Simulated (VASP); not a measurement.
# Zr (P6_3/mmc) in VASP: further runs

The runs below take Zr through single point, with LDA.

Everything below comes from runs of VASP 6.6.1. Logs are shortened: lines on timing, memory, paths and dates and some standing lists are left out, and cuts for length are marked.

**1. The cell of the first run**

The structure is hexagonal, space group P6_3/mmc (No. 194). The conventional cell has a = 3.144 Å, b = 3.144 Å, c = 5.089 Å, α = 90.00°, β = 90.00°, γ = 120.00°. Within 4.1 Å of Zr (site symmetry -6m2) lie 12 Zr at 3.13 to 3.14 Å.

**2. Single point, LDA**

File INCAR:

```
SYSTEM = Zr
ALGO = Normal
EDIFF = 1E-7
ENCUT = 520
GGA = CA
ISIF = 2
ISMEAR = -1
LASPH = .TRUE.
LCHARG = .FALSE.
LREAL = .FALSE.
LWAVE = .FALSE.
NBANDS = 19
NELM = 100
PREC = Accurate
SIGMA = 0.3
```

File KPOINTS:

```
k-points
0
G
  12 12 6
  0 0 0
```

File POSCAR:

```
Zr
1.0
    3.1439658570      0.0000000000      0.0000000000
   -1.5719829285      2.7227543008      0.0000000000
    0.0000000000      0.0000000000      5.0894642375
Zr
2
Direct
    0.3333333333      0.6666666667      0.2500000000
    0.6666666667      0.3333333333      0.7500000000
```

Potentials or basis: VASP PAW LDA potentials, release 64 (Zr_sv).

Started as:

```sh
> cat potpaw_LDA.64/Zr_sv/POTCAR > POTCAR
> mpirun -np 1 vasp_std > vasp.out
```

OUTCAR:

```text
SYSTEM = Zr
   EDIFF = 1E-7
   ENCUT = 520
   GGA = CA
   ISIF = 2
   ISMEAR = -1
   LASPH = .TRUE.
   LREAL = .FALSE.
   NELM = 100
   PREC = Accurate

 ion  position               nearest neighbor table
   1  0.333  0.667  0.250-   2 3.13   2 3.13   2 3.13   2 3.13   2 3.13   2 3.13
   2  0.667  0.333  0.750-   1 3.13   1 3.13   1 3.13   1 3.13   1 3.13   1 3.13

  LATTYP: Found a hexagonal cell.
 ALAT       =     3.1439658570
 C/A-ratio  =     1.6188039149

  Lattice vectors:

 A1 = (   3.1439658570,   0.0000000000,   0.0000000000)
 A2 = (  -1.5719829285,   2.7227543008,   0.0000000000)
 A3 = (   0.0000000000,   0.0000000000,   5.0894642375)

Analysis of symmetry for initial positions (statically):
=====================================================================
 Subroutine PRICEL returns:
 Original cell was already a primitive cell.

 Routine SETGRP: Setting up the symmetry group for a
 hexagonal supercell.

 Subroutine GETGRP returns: Found 24 space group operations
 (whereof 12 operations were pure point group operations)
 out of a pool of 24 trial point group operations.

The static configuration has the point symmetry D_3d.
 The point group associated with its full space group is D_6h.

Analysis of symmetry for dynamics (positions and initial velocities):
=====================================================================
 Subroutine PRICEL returns:
 Original cell was already a primitive cell.

 Routine SETGRP: Setting up the symmetry group for a
 hexagonal supercell.

 Subroutine GETGRP returns: Found 24 space group operations
 (whereof 12 operations were pure point group operations)
 out of a pool of 24 trial point group operations.

The dynamic configuration has the point symmetry D_3d.
 The point group associated with its full space group is D_6h.

 Subroutine INISYM returns: Found 24 space group operations
 (whereof 12 operations are pure point group operations),
 and found     1 'primitive' translations

----------------------------------------------------------------------------------------

                                     Primitive cell

  volume of cell :      43.5671

  direct lattice vectors                    reciprocal lattice vectors
     3.143965857  0.000000000  0.000000000     0.318069612  0.183637576  0.000000000
    -1.571982928  2.722754301  0.000000000     0.000000000  0.367275152  0.000000000
     0.000000000  0.000000000  5.089464237     0.000000000  0.000000000  0.196484336

  length of vectors
     3.143965857  3.143965857  5.089464237     0.367275152  0.367275152  0.196484336

  position of ions in fractional coordinates (direct lattice)
     0.333333333  0.666666667  0.250000000
     0.666666667  0.333333333  0.750000000

  ion indices of the primitive-cell ions
   primitive index   ion index
                 1           1
                 2           2

----------------------------------------------------------------------------------------

 KPOINTS: k-points

Automatic generation of k-mesh.
 Grid dimensions read from file:
 generate k-points for:   12   12    6

 Generating k-lattice:

  Cartesian coordinates                     Fractional coordinates (reciprocal lattice)
     0.026505801  0.015303131  0.000000000     0.083333333  0.000000000  0.000000000
     0.000000000  0.030606263  0.000000000     0.000000000  0.083333333  0.000000000
     0.000000000  0.000000000  0.032747389     0.000000000  0.000000000  0.166666667

  Length of vectors
     0.030606263  0.030606263  0.032747389

  Shift w.r.t. Gamma in fractional coordinates (k-lattice)
     0.000000000  0.000000000  0.000000000

 Subroutine IBZKPT returns following result:
 ===========================================

 Found     76 irreducible k-points:

 Following reciprocal coordinates:
            Coordinates               Weight
  0.000000  0.000000  0.000000      1.000000
  0.083333  0.000000  0.000000      6.000000
  0.166667  0.000000  0.000000      6.000000
  0.250000  0.000000  0.000000      6.000000
  0.333333  0.000000  0.000000      6.000000
  0.416667  0.000000  0.000000      6.000000
[... 16 lines left out ...]
  0.250000  0.000000  0.166667     12.000000
  0.333333  0.000000  0.166667     12.000000
 [... further k-points ...]
   k-points           NKPTS =     76   k-points in BZ     NKDIM =     76   number of bands    NBANDS=     19
   number of dos      NEDOS =    301   number of ions     NIONS =      2
   total plane-waves  NPLWV =  23040
   dimension x,y,z NGX =    24 NGY =   24 NGZ =   40
   dimension x,y,z NGXF=    48 NGYF=   48 NGZF=   80
   ions per type =               2
   NGX,Y,Z   is equivalent  to a cutoff of  12.69, 12.69, 13.07 a.u.
   NGXF,Y,Z  is equivalent  to a cutoff of  25.38, 25.38, 26.13 a.u.
 SYSTEM =  Zr
   PREC   = accura    normal or accurate (medium, high low for compatibility)
   ISTART =      0    job   : 0-new  1-cont  2-samecut
   ICHARG =      2    charge: 1-file 2-atom 10-const
   ISPIN  =      1    spin polarized calculation?
   LNONCOLLINEAR =      F non collinear calculations
   LSORBIT =      F    spin-orbit coupling
   LASPH  =      T    aspherical Exc in radial PAW
   ENCUT  =  520.0 eV  38.22 Ry    6.18 a.u.   5.85  5.85  9.46*2*pi/ulx,y,z
   NELM   =    100;   NELMIN=  2; NELMDL= -5     # of ELM steps
   EDIFF  = 0.1E-06   stopping-criterion for ELM
   LREAL  =      F    real-space projection
   EDIFFG = 0.1E-05   stopping-criterion for IOM
   NSW    =      0    number of steps for IOM
   IBRION =     -1    ionic relax: 0-MD 1-quasi-New 2-CG
   NFREE  =      0    steps in history (QN), initial steepest desc. (CG)
   ISIF   =      2    stress and relaxation
   ISYM   =      2    0-nonsym 1-usesym 2-fastsym
   POTIM  = 0.5000    time-step for ionic-motion
   TEBEG  =    0.0;   TEEND  =   0.0 temperature during run
   PSTRESS=    0.0 pullay stress
   NELECT =      24.0000    total number of electrons
   NUPDOWN=      -1.0000    fix difference up-down
   EMIN   =  10.00;   EMAX   =-10.00  energy-range for DOS
   EFERMI =   0.00;   METHOD = LEGACY
   ISMEAR =    -1;   SIGMA  =   0.30  broadening in eV -4-tet -1-fermi 0-gaus
   EFERMI_NEDOS =   21; number of points for ismear=-14 and -15
   IALGO  =     38    algorithm
   IMIX   =      4    mixing-type and parameters
     AMIX     =   0.40;   BMIX     =  1.00
     AMIX_MAG =   1.60;   BMIX_MAG =  1.00
  volume/ion in A,a.u.               =      21.78       147.00
  Fermi-wavevector in a.u.,A,eV,Ry     =   1.342020  2.536051 24.504349  1.801019
  Thomas-Fermi vector in A             =   2.470208
   LORBIT       =      0    0 simple, 1 ext, 2 COOP (PROOUT), +10 PAW based schemes
   GGA     = CA    functional components
   LHFCALC =     F    Hartree Fock is set to
   AEXX    =    0.0000 exact exchange contribution
   IVDW    =     0    specifies the selected vdW correction
   LEPSILON=     F    determine dielectric tensor
   LRPA    =     F    only Hartree local field effects (RPA)
 non-spin polarized calculation
  energy-cutoff  :      520.00
  volume of cell :       43.57
 maximum number of plane-waves:      1194
 NGX is ok and might be reduce to    24
   NGX = 11   NGY = 11   NGZ = 19

 number of electron      23.9999999 magnetization

 Free energy of the ion-electron system (eV)
  ---------------------------------------------------
  ext. energy  EPLUGINS =         0.00000000
  ---------------------------------------------------
  free energy    TOTEN  =       -18.92853355 eV

  energy without entropy =      -18.18900134  energy(sigma->0) =      -18.55876745

 E-fermi :   9.4522     XC(G=0): -11.5970

 val. band max:        9.4511570558   @ k =   0.0833   0.0833   0.0000
 cond. band min:       9.4731945989   @ k =   0.3333   0.2500   0.3333
 fundamental gap:      0.0220375430
 Fermi energy:         9.4522002629

 k-point     1 :       0.0000    0.0000    0.0000
  band No.  band energies     occupation
      1     -38.8511      2.00000
      2     -38.6546      2.00000
      3     -17.6250      2.00000
      4     -16.5606      2.00000
      5     -16.5606      2.00000
      6     -16.3990      2.00000
[... 11 lines left out ...]
     18      11.9166      0.00054
     19      14.3333      0.00000

 k-point     2 :       0.0833    0.0000    0.0000
  band No.  band energies     occupation
      1     -38.8401      2.00000
      2     -38.6495      2.00000
      3     -17.5984      2.00000
      4     -16.6236      2.00000
      5     -16.5805      2.00000
      6     -16.4639      2.00000
[... 11 lines left out ...]
     18      11.7294      0.00101
     19      14.4694      0.00000

 k-point     3 :       0.1667    0.0000    0.0000
  band No.  band energies     occupation
      1     -38.8096      2.00000
      2     -38.6359      2.00000
      3     -17.5224      2.00000
      4     -16.7950      2.00000
      5     -16.6359      2.00000
      6     -16.6328      2.00000
[... 11 lines left out ...]
     18      11.8804      0.00061
     19      14.7429      0.00000

 k-point     4 :       0.2500    0.0000    0.0000
  band No.  band energies     occupation
      1     -38.7659      2.00000
      2     -38.6190      2.00000
      3     -17.4075      2.00000
      4     -17.0273      2.00000
      5     -16.8593      2.00000
      6     -16.7008      2.00000
[... 11 lines left out ...]
     18      12.7352      0.00004
     19      14.9834      0.00000

 k-point     5 :       0.3333    0.0000    0.0000
  band No.  band energies     occupation
      1     -38.7188      2.00000
      2     -38.6052      2.00000
      3     -17.2716      2.00000
      4     -17.2564      2.00000
      5     -17.0718      2.00000
      6     -16.7659      2.00000
[... 11 lines left out ...]
     18      13.7788      0.00000
     19      15.1353      0.00000
[... 334 lines left out ...]
      2     -38.6625      2.00000
      3     -17.5261      2.00000
      4     -16.6109      2.00000
      5     -16.5690      2.00000
      6     -16.5335      2.00000
[... 11 lines left out ...]
     18      12.1298      0.00027
     19      14.4859      0.00000

 k-point    22 :       0.1667    0.0000    0.1667
  band No.  band energies     occupation
      1     -38.7982      2.00000
      2     -38.6478      2.00000
      3     -17.4647      2.00000
      4     -16.7763      2.00000
      5     -16.6906      2.00000
      6     -16.6196      2.00000
[... 11 lines left out ...]
     18      12.0792      0.00031
     19      14.6798      0.00000

 k-point    23 :       0.2500    0.0000    0.1667
  band No.  band energies     occupation
      1     -38.7562      2.00000
      2     -38.6290      2.00000
      3     -17.3865      2.00000
      4     -16.9902      2.00000
      5     -16.9011      2.00000
      6     -16.6856      2.00000
[... 11 lines left out ...]
     18      12.6485      0.00005
     19      14.8398      0.00000

 k-point    24 :       0.3333    0.0000    0.1667
  band No.  band energies     occupation
      1     -38.7112      2.00000
      2     -38.6128      2.00000
      3     -17.3751      2.00000
      4     -17.1597      2.00000
      5     -17.0598      2.00000
      6     -16.7490      2.00000
[... 11 lines left out ...]
     18      13.5946      0.00000
     19      14.9620      0.00000

 [... further k-points ...]
[... 5 lines left out ...]
  --------------------------------------------------------------------------------------
  -------------------------------------------------------------------------------------
  Total        0.2429176      0.2429176      0.6274902      0.0000000      0.0000000      0.0000000
  in kB        8.9332845      8.9332845     23.0759277      0.0000000      0.0000000      0.0000000
  external PRESSURE =      13.6474989 kB  Pullay stress =       0.0000000 kB

 VOLUME and BASIS-vectors are now :
 -----------------------------------------------------------------------------
  energy-cutoff  :      520.00
  volume of cell :       43.57
      direct lattice vectors                 reciprocal lattice vectors
     3.143965857  0.000000000  0.000000000     0.318069612  0.183637576  0.000000000
    -1.571982928  2.722754301  0.000000000     0.000000000  0.367275152  0.000000000
     0.000000000  0.000000000  5.089464237     0.000000000  0.000000000  0.196484336

 POSITION                                       TOTAL-FORCE (eV/Angst)
 -----------------------------------------------------------------------------------
     -0.00000      1.81517      1.27237         0.000000     -0.000000      0.000000
      1.57198      0.90758      3.81710        -0.000000      0.000000      0.000000
 -----------------------------------------------------------------------------------
    total drift:                                0.000000     -0.000000      0.000000

  FREE ENERGIE OF THE ION-ELECTRON SYSTEM (eV)
  ---------------------------------------------------
  free  energy   TOTEN  =       -18.9285335496 eV

  energy  without entropy=      -18.1890013430  energy(sigma->0) =      -18.55876745
```

Wall time 26 s (1 thread of AMD EPYC 9R45 (Zen 5), shared host); peak memory 0.14 GiB.

Results:

```yaml
Free_energy: -18.9285 eV
Pressure: 1.4 GPa
Band_gap_on_the_k_mesh: zero (band 12 reaches 10.51 eV, above the bottom of band 13 at 9.35 eV)
```

Levels at points of the mesh, in eV from the Fermi level:
```csv
k point,band 8,band 9,band 10,band 11,band 12,band 13,band 14,band 15,band 16,band 17
"(0.00, 0.00, 0.00)",-25.85,-5.64,-3.12,0.97,0.97,0.98,1.51,1.69,1.69,2.46
"(0.50, 0.00, 0.00)",-26.00,-2.71,-2.50,-2.25,0.16,0.70,0.88,1.60,5.49,5.78
"(0.00, 0.00, 0.50)",-25.93,-3.88,-3.88,0.09,0.09,0.90,0.90,0.90,0.90,4.34
"(0.50, 0.00, 0.50)",-26.14,-2.97,-2.97,-1.14,-1.14,2.07,2.07,2.50,2.50,5.73
```

**3. Single point, LDA**

File INCAR:

```
PREC = Accurate
ENCUT = 520
EDIFF = 1E-6
ISMEAR = -1
SIGMA = 0.6
LREAL = False
LASPH = True
NELM = 100
ALGO = Normal
ISIF = 2
LWAVE = False
LCHARG = False
GGA = CA
NBANDS = 19
```

File KPOINTS:

```
regular mesh
0
Gamma
  12 12 6
```

POSCAR is that of step 2.

Potentials or basis: VASP PAW LDA potentials, release 64 (Zr_sv).

Started as:

```sh
> cat potpaw_LDA.64/Zr_sv/POTCAR > POTCAR
> mpirun -np 1 vasp_std > vasp.out
```

Wall time 28 s (1 thread of AMD EPYC 9R45 (Zen 5), shared host); peak memory 0.14 GiB.

Results (log left out):

| Property | Result |
| --- | --- |
| Free energy | -20.0603 eV |
| Pressure | 5.4 GPa |
| Band gap on the k mesh | zero (band 12 reaches 10.53 eV, above the bottom of band 13 at 9.38 eV) |

Stress tensor (GPa, compression positive):
```
4.73 0.00 0.00
0.00 4.73 0.00
0.00 0.00 6.84
```

Levels at points of the mesh, in eV from the Fermi level:
```csv
k point,band 10,band 11,band 12,band 13,band 14,band 15
"(0.00, 0.00, 0.00)",-3.08,1.03,1.03,1.05,1.55,1.75
"(0.50, 0.00, 0.00)",-2.47,-2.20,0.20,0.77,0.93,1.66
"(0.00, 0.00, 0.50)",-3.85,0.14,0.14,0.96,0.96,0.96
"(0.50, 0.00, 0.50)",-2.93,-1.09,-1.09,2.11,2.11,2.56
```

**4. Single point, LDA**

File INCAR:

```
SYSTEM = Zr
  ALGO = Normal
  EDIFF = 1E-6
  ENCUT = 520
  ISIF = 2
  ISMEAR = -1
  LASPH = .True.
  LCHARG = .True.
  LELF = .True.
  LREAL = .False.
  LVHAR = .True.
  LWAVE = .False.
  NBANDS = 19
  NELM = 60
  PREC = Accurate
  SIGMA = 1.0
```

File KPOINTS:

```
k-points
0
Gamma
  12 12 6
  0 0 0
```

POSCAR is that of step 3.

Started as:

```sh
> cat potpaw_LDA.64/Zr_sv/POTCAR > POTCAR
> mpirun -np 1 vasp_std > vasp.out
```

It took 30 s on 1 thread of AMD EPYC 9R45 (Zen 5), shared host; peak memory 0.14 GiB.

The run converged. Its results:

```
Free energy            : -22.5845 eV
Pressure               : 12.1 GPa
Band gap on the k mesh : zero (band 12 reaches 10.55 eV, above the bottom of band 13 at 9.43 eV)
```

Stress tensor (GPa, compression positive):
```
11.47  0.00  0.00
 0.00 11.47  0.00
 0.00  0.00 13.22
```

Levels at points of the mesh, in eV from the Fermi level:
| k point | band 8 | band 9 | band 10 | band 11 | band 12 | band 13 | band 14 | band 15 | band 16 | band 17 |
| --- | --- | --- | --- | --- | --- | --- | --- | --- | --- | --- |
| (0.00, 0.00, 0.00) | -25.59 | -5.59 | -3.05 | 1.10 | 1.10 | 1.12 | 1.57 | 1.82 | 1.82 | 2.62 |
| (0.50, 0.00, 0.00) | -25.75 | -2.63 | -2.43 | -2.16 | 0.24 | 0.84 | 0.99 | 1.73 | 5.67 | 5.98 |
| (0.00, 0.00, 0.50) | -25.69 | -3.83 | -3.83 | 0.19 | 0.19 | 1.03 | 1.03 | 1.03 | 1.03 | 4.51 |
| (0.50, 0.00, 0.50) | -25.90 | -2.89 | -2.89 | -1.04 | -1.04 | 2.14 | 2.14 | 2.64 | 2.64 | 5.91 |

**5. Summary**

```csv
smearing,gap on the mesh (eV),pressure (GPa)
fermi-dirac 0.3 eV,none,1.4
fermi-dirac 0.6 eV,none,5.4
fermi-dirac 1 eV,none,12.1
```

Alike in all rows: task single point; level LDA; potentials or basis VASP PAW LDA potentials, release 64 (Zr_sv); no spin polarisation; cell as given; k mesh 12 × 12 × 6; cutoff (eV) 520.

Every run on the cell as given and a fine mesh finds a metal.

Absolute energies hang on the potentials; compare differences alone.
